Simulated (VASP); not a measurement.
PIr (zincblende type), 2 atoms in the cell. The structure is cubic, space group F-43m (No. 216). The conventional cell has a = 5.084 Å, b = 5.084 Å, c = 5.084 Å, α = 90.00°, β = 90.00°, γ = 90.00°. Within 2.9 Å of Ir (site symmetry -43m) lie 4 P at 2.20 Å. P (site symmetry -43m) has 4 Ir at 2.20 Å within 2.9 Å.  This cell differs from its parent crystal: volume scaled by 0.95.

- Program: VASP 6.6.1
- Task: single point
- Functional: LDA
- Potentials or basis: VASP PAW LDA potentials, release 64 (Ir_sv_GW, P)
- Cutoff: 500 eV
- k mesh: 12 × 12 × 12
- Occupations: fermi-dirac, width 0.05 eV
- Spin: no spin polarisation
- Dipole correction: no
- Second run: valence_matched
- Further INCAR settings: ALGO = Normal; EDIFF = 1e-06; NBANDS = 18

Potentials or basis: VASP PAW LDA potentials, release 64 (Ir_sv_GW, P).

Launch:

```console
$ cat potpaw_LDA.64/Ir_sv_GW/POTCAR potpaw_LDA.64/P/POTCAR > POTCAR
$ mpirun -np 1 vasp_std > vasp.out
```

Hardware: 1 thread of Intel(R) Xeon(R) 6975P-C (Granite Rapids), with other jobs on the host.

Question: How long does it take, and how much memory?

Answer: It took 18 s on 1 thread of Intel(R) Xeon(R) 6975P-C (Granite Rapids) (shared host), peak memory 0.17 GiB. Counts: scf iterations 12, k points 72.
